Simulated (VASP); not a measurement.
Input of a VASP 6.6.1 run:

File INCAR:

```
PREC = Accurate
ENCUT = 520
EDIFF = 1E-6
ISMEAR = 0
SIGMA = 0.1
LREAL = False
LASPH = True
NELM = 80
ALGO = Fast
ISIF = 2
LWAVE = False
LCHARG = True
GGA = PS
LELF = True
LVHAR = True
NBANDS = 36
```

The input KPOINTS:

```
regular mesh
0
Gamma
  10 10 10
```

Contents of POSCAR:

```
ZnBi3
1.0
    5.0750104529      0.0000000000      0.0000000000
    0.0000000000      5.0750104529      0.0000000000
    0.0000000000      0.0000000000      5.0750104529
Zn Bi
1 3
Direct
    0.0000000000      0.0000000000      0.0000000000
    0.0000000000      0.5000000000      0.5000000000
    0.5000000000      0.0000000000      0.5000000000
    0.5000000000      0.5000000000      0.0000000000
```

Potentials or basis: VASP PAW PBE potentials, release 64 (Zn, Bi_d).

The run is started by

```sh
$ cat potpaw_PBE.64/Zn/POTCAR potpaw_PBE.64/Bi_d/POTCAR > POTCAR
$ mpirun -np 1 vasp_std > vasp.out
```

**Question.** Predict the band gap on the k mesh.

**Answer.** Zero (an odd number of electrons rules out a gap without spin polarisation).

**Question.** Estimate the pressure.

**Answer.** -6.7 GPa.

Caveat: the cell differs from its parent crystal (strained); the cell stands under tension; the PAW data sets were made with another functional, which shifts forces and pressure a little; spin-orbit coupling is left out, which moves the levels of the heavy elements.
